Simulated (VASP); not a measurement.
# SiGe (P4_122) in VASP: single point with PBEsol

Aim: the single point of SiGe with PBEsol.

Program: VASP 6.6.1. These are calculated values, not measurements. Logs are shortened: lines on timing, memory, paths and dates and some standing lists are left out, and cuts for length are marked.

**1. The cell of the first run**

Symmetry: P4_122, No. 91, tetragonal system. The conventional cell has a = 5.544 Å, b = 5.544 Å, c = 5.544 Å, α = 90.00°, β = 90.00°, γ = 90.00°. Within 3.1 Å of Si (site symmetry 2) lie 2 Si at 2.37 Å and 2 Ge at 2.40 Å. Ge (site symmetry 2) has 2 Si at 2.40 Å and 2 Ge at 2.44 Å within 3.2 Å.

**2. Single point, PBEsol**

The input, INCAR:

```
PREC = Accurate
ENCUT = 520
EDIFF = 1E-6
ISMEAR = 0
SIGMA = 0.02
LREAL = F
LASPH = T
NELM = 60
ALGO = Normal
ISIF = 2
LWAVE = F
LCHARG = F
GGA = PS
NBANDS = 46
```

The input, KPOINTS:

```
Automatic mesh
0
Gamma
  6 6 6
```

The input, POSCAR:

```
SiGe
1.0
    5.5439565827      0.0000000000      0.0000000000
    0.0000000000      5.5439565827      0.0000000000
    0.0000000000      0.0000000000      5.5439565827
Si Ge
4 4
Direct
    0.0000000000      0.0053765261      0.0000000000
    0.0000000000      0.4946234739      0.5000000000
    0.2446234739      0.2500000000      0.2500000000
    0.7553765261      0.2500000000      0.7500000000
    0.5000000000      0.0057597470      0.5000000000
    0.5000000000      0.4942402530      0.0000000000
    0.2442402530      0.7500000000      0.7500000000
    0.7557597470      0.7500000000      0.2500000000
```

Potentials or basis: VASP PAW PBE potentials, release 64 (Si, Ge_d).

On the command line:

```bash
$ cat potpaw_PBE.64/Si/POTCAR potpaw_PBE.64/Ge_d/POTCAR > POTCAR
$ mpirun -np 1 vasp_std > vasp.out
```

OUTCAR:

```text
PREC = Accurate
   ENCUT = 520
   EDIFF = 1E-6
   ISMEAR = 0
   LREAL = F
   LASPH = T
   NELM = 60
   ISIF = 2
   GGA = PS

 ion  position               nearest neighbor table
   1  0.000  0.005  0.000-   3 2.37   4 2.37   7 2.40   8 2.40
   2  0.000  0.495  0.500-   3 2.37   4 2.37   7 2.40   8 2.40
   3  0.245  0.250  0.250-   1 2.37   2 2.37   5 2.40   6 2.40
   4  0.755  0.250  0.750-   1 2.37   2 2.37   5 2.40   6 2.40
   5  0.500  0.006  0.500-   3 2.40   4 2.40   7 2.44   8 2.44
   6  0.500  0.494  0.000-   3 2.40   4 2.40   7 2.44   8 2.44
   7  0.244  0.750  0.750-   1 2.40   2 2.40   5 2.44   6 2.44
   8  0.756  0.750  0.250-   1 2.40   2 2.40   5 2.44   6 2.44

  LATTYP: Found a simple cubic cell.
 ALAT       =     5.5439565827

  Lattice vectors:

 A1 = (   5.5439565827,   0.0000000000,   0.0000000000)
 A2 = (   0.0000000000,   5.5439565827,   0.0000000000)
 A3 = (   0.0000000000,   0.0000000000,   5.5439565827)

Analysis of symmetry for initial positions (statically):
=====================================================================
 Subroutine PRICEL returns:
 Original cell was already a primitive cell.

 Routine SETGRP: Setting up the symmetry group for a
 simple cubic supercell.

 Subroutine GETGRP returns: Found  8 space group operations
 (whereof  2 operations were pure point group operations)
 out of a pool of 48 trial point group operations.

The static configuration has the point symmetry C_2 .
 The point group associated with its full space group is D_4 .

Analysis of symmetry for dynamics (positions and initial velocities):
=====================================================================
 Subroutine PRICEL returns:
 Original cell was already a primitive cell.

 Routine SETGRP: Setting up the symmetry group for a
 simple cubic supercell.

 Subroutine GETGRP returns: Found  8 space group operations
 (whereof  2 operations were pure point group operations)
 out of a pool of 48 trial point group operations.

The dynamic configuration has the point symmetry C_2 .
 The point group associated with its full space group is D_4 .

 Subroutine INISYM returns: Found  8 space group operations
 (whereof  2 operations are pure point group operations),
 and found     1 'primitive' translations

----------------------------------------------------------------------------------------

                                     Primitive cell

  volume of cell :     170.3960

  direct lattice vectors                    reciprocal lattice vectors
     5.543956583  0.000000000  0.000000000     0.180376593  0.000000000  0.000000000
     0.000000000  5.543956583  0.000000000     0.000000000  0.180376593  0.000000000
     0.000000000  0.000000000  5.543956583     0.000000000  0.000000000  0.180376593

  length of vectors
     5.543956583  5.543956583  5.543956583     0.180376593  0.180376593  0.180376593

  position of ions in fractional coordinates (direct lattice)
     0.000000000  0.005376526  0.000000000
     0.000000000  0.494623474  0.500000000
     0.244623474  0.250000000  0.250000000
     0.755376526  0.250000000  0.750000000
     0.500000000  0.005759747  0.500000000
     0.500000000  0.494240253  0.000000000
     0.244240253  0.750000000  0.750000000
     0.755759747  0.750000000  0.250000000

  ion indices of the primitive-cell ions
   primitive index   ion index
                 1           1
                 2           2
                 3           3
                 4           4
                 5           5
                 6           6
                 7           7
                 8           8

----------------------------------------------------------------------------------------

 KPOINTS: Automatic mesh

Automatic generation of k-mesh.
 Grid dimensions read from file:
 generate k-points for:    6    6    6

 Generating k-lattice:

  Cartesian coordinates                     Fractional coordinates (reciprocal lattice)
     0.030062765  0.000000000  0.000000000     0.166666667  0.000000000  0.000000000
     0.000000000  0.030062765  0.000000000     0.000000000  0.166666667  0.000000000
     0.000000000  0.000000000  0.030062765     0.000000000  0.000000000  0.166666667

  Length of vectors
     0.030062765  0.030062765  0.030062765

  Shift w.r.t. Gamma in fractional coordinates (k-lattice)
     0.000000000  0.000000000  0.000000000

 Subroutine IBZKPT returns following result:
 ===========================================

 Found     40 irreducible k-points:

 Following reciprocal coordinates:
            Coordinates               Weight
  0.000000  0.000000  0.000000      1.000000
  0.166667  0.000000  0.000000      4.000000
  0.000000  0.000000  0.166667      2.000000
  0.333333  0.000000  0.000000      4.000000
  0.000000  0.000000  0.333333      2.000000
  0.500000  0.000000  0.000000      2.000000
[... 16 lines left out ...]
  0.166667  0.166667  0.166667      8.000000
  0.333333  0.166667  0.166667     16.000000
 [... further k-points ...]
   k-points           NKPTS =     40   k-points in BZ     NKDIM =     40   number of bands    NBANDS=     46
   number of dos      NEDOS =    301   number of ions     NIONS =      8
   total plane-waves  NPLWV =  74088
   dimension x,y,z NGX =    42 NGY =   42 NGZ =   42
   dimension x,y,z NGXF=    84 NGYF=   84 NGZF=   84
   ions per type =               4   4
   NGX,Y,Z   is equivalent  to a cutoff of  12.59, 12.59, 12.59 a.u.
   NGXF,Y,Z  is equivalent  to a cutoff of  25.19, 25.19, 25.19 a.u.
 SYSTEM =  unknown system
   PREC   = accura    normal or accurate (medium, high low for compatibility)
   ISTART =      0    job   : 0-new  1-cont  2-samecut
   ICHARG =      2    charge: 1-file 2-atom 10-const
   ISPIN  =      1    spin polarized calculation?
   LNONCOLLINEAR =      F non collinear calculations
   LSORBIT =      F    spin-orbit coupling
   LASPH  =      T    aspherical Exc in radial PAW
   ENCUT  =  520.0 eV  38.22 Ry    6.18 a.u.  10.31 10.31 10.31*2*pi/ulx,y,z
   NELM   =     60;   NELMIN=  2; NELMDL= -5     # of ELM steps
   EDIFF  = 0.1E-05   stopping-criterion for ELM
   LREAL  =      F    real-space projection
   EDIFFG = 0.1E-04   stopping-criterion for IOM
   NSW    =      0    number of steps for IOM
   IBRION =     -1    ionic relax: 0-MD 1-quasi-New 2-CG
   NFREE  =      0    steps in history (QN), initial steepest desc. (CG)
   ISIF   =      2    stress and relaxation
   ISYM   =      2    0-nonsym 1-usesym 2-fastsym
   POTIM  = 0.5000    time-step for ionic-motion
   TEBEG  =    0.0;   TEEND  =   0.0 temperature during run
   PSTRESS=    0.0 pullay stress
   NELECT =      72.0000    total number of electrons
   NUPDOWN=      -1.0000    fix difference up-down
   EMIN   =  10.00;   EMAX   =-10.00  energy-range for DOS
   EFERMI =   0.00;   METHOD = LEGACY
   ISMEAR =     0;   SIGMA  =   0.02  broadening in eV -4-tet -1-fermi 0-gaus
   EFERMI_NEDOS =   21; number of points for ismear=-14 and -15
   IALGO  =     38    algorithm
   IMIX   =      4    mixing-type and parameters
     AMIX     =   0.40;   BMIX     =  1.00
     AMIX_MAG =   1.60;   BMIX_MAG =  1.00
  volume/ion in A,a.u.               =      21.30       143.74
  Fermi-wavevector in a.u.,A,eV,Ry     =   1.228474  2.321479 20.533198  1.509147
  Thomas-Fermi vector in A             =   2.363398
   LORBIT       =      0    0 simple, 1 ext, 2 COOP (PROOUT), +10 PAW based schemes
   GGA     = PS    functional components
   LHFCALC =     F    Hartree Fock is set to
   AEXX    =    0.0000 exact exchange contribution
   IVDW    =     0    specifies the selected vdW correction
   LEPSILON=     F    determine dielectric tensor
   LRPA    =     F    only Hartree local field effects (RPA)
 non-spin polarized calculation
 Gauss-broadening in eV      SIGMA  =   0.02
  energy-cutoff  :      520.00
  volume of cell :      170.40
 maximum number of plane-waves:      4636
 NGX is ok and might be reduce to    42
   NGX = 21   NGY = 21   NGZ = 21

 number of electron      71.9999995 magnetization

 Free energy of the ion-electron system (eV)
  ---------------------------------------------------
  ext. energy  EPLUGINS =         0.00000000
  ---------------------------------------------------
  free energy    TOTEN  =       -42.64865175 eV

  energy without entropy =      -42.64865175  energy(sigma->0) =      -42.64865175

 E-fermi :   5.4435     XC(G=0):  -9.8709

 val. band max:        5.3233646518   @ k =   0.0000   0.0000   0.0000
 cond. band min:       5.6651539899   @ k =   0.0000   0.0000   0.0000
 fundamental gap:      0.3417893382
 Fermi energy:         5.4434567404

 k-point     1 :       0.0000    0.0000    0.0000
  band No.  band energies     occupation
      1     -19.2097      2.00000
      2     -19.1595      2.00000
      3     -19.1595      2.00000
      4     -19.1556      2.00000
      5     -19.0852      2.00000
      6     -19.0852      2.00000
[... 38 lines left out ...]
     45       7.8723      0.00000
     46       7.8723      0.00000

 k-point     2 :       0.1667    0.0000    0.0000
  band No.  band energies     occupation
      1     -19.2101      2.00000
      2     -19.1597      2.00000
      3     -19.1590      2.00000
      4     -19.1552      2.00000
      5     -19.0851      2.00000
      6     -19.0842      2.00000
[... 38 lines left out ...]
     45       8.4123      0.00000
     46       8.4838      0.00000

 k-point     3 :       0.0000    0.0000    0.1667
  band No.  band energies     occupation
      1     -19.2083      2.00000
      2     -19.1730      2.00000
      3     -19.1537      2.00000
      4     -19.1482      2.00000
      5     -19.0857      2.00000
      6     -19.0833      2.00000
[... 1018 lines left out ...]
     45       8.5981      0.00000
     46       9.8902      0.00000

 k-point    24 :       0.3333    0.1667    0.1667
  band No.  band energies     occupation
      1     -19.2095      2.00000
      2     -19.1720      2.00000
      3     -19.1527      2.00000
      4     -19.1484      2.00000
      5     -19.0845      2.00000
      6     -19.0837      2.00000
[... 38 lines left out ...]
     45       9.6802      0.00000
     46      10.4414      0.00000

 [... further k-points ...]
[... 5 lines left out ...]
  --------------------------------------------------------------------------------------
  -------------------------------------------------------------------------------------
  Total       -0.0316288     -0.0316288     -0.0110442      0.0000000      0.0000000      0.0000000
  in kB       -0.2973953     -0.2973953     -0.1038452      0.0000000      0.0000000      0.0000000
  external PRESSURE =      -0.2328786 kB  Pullay stress =       0.0000000 kB

 VOLUME and BASIS-vectors are now :
 -----------------------------------------------------------------------------
  energy-cutoff  :      520.00
  volume of cell :      170.40
      direct lattice vectors                 reciprocal lattice vectors
     5.543956583  0.000000000  0.000000000     0.180376593  0.000000000  0.000000000
     0.000000000  5.543956583  0.000000000     0.000000000  0.180376593  0.000000000
     0.000000000  0.000000000  5.543956583     0.000000000  0.000000000  0.180376593

 POSITION                                       TOTAL-FORCE (eV/Angst)
 -----------------------------------------------------------------------------------
      0.00000      0.02981      0.00000         0.000000     -0.009453      0.000000
      0.00000      2.74217      2.77198         0.000000      0.009453      0.000000
      1.35618      1.38599      1.38599         0.009453      0.000000      0.000000
      4.18777      1.38599      4.15797        -0.009453      0.000000     -0.000000
      2.77198      0.03193      2.77198         0.000000     -0.004149      0.000000
      2.77198      2.74005      0.00000         0.000000      0.004149      0.000000
      1.35406      4.15797      4.15797         0.004149      0.000000      0.000000
      4.18990      4.15797      1.38599        -0.004149      0.000000     -0.000000
 -----------------------------------------------------------------------------------
    total drift:                                0.000000     -0.000000     -0.000000

  FREE ENERGIE OF THE ION-ELECTRON SYSTEM (eV)
  ---------------------------------------------------
  free  energy   TOTEN  =       -42.6486517461 eV

  energy  without entropy=      -42.6486517461  energy(sigma->0) =      -42.64865175
```

Wall time 3.6 min (1 thread of Intel Xeon Platinum 8375C at 2.90GHz (Ice Lake), shared host); peak memory 0.4 GiB.

Results:

```yaml
Free_energy: -42.6487 eV
Pressure: 0.0 GPa
Largest_force: 0.009 eV/Å
Band_gap_on_the_k_mesh: 0.34 eV, direct
```

Forces in eV/Å, atoms in the order of the input:
```
Si   0.000 -0.009  0.000
Si   0.000  0.009  0.000
Si   0.009  0.000  0.000
Si  -0.009  0.000  0.000
Ge   0.000 -0.004  0.000
Ge   0.000  0.004  0.000
Ge   0.004  0.000  0.000
Ge  -0.004  0.000  0.000
```

Caveat: the PAW data sets were made with another functional, which shifts forces and pressure a little.
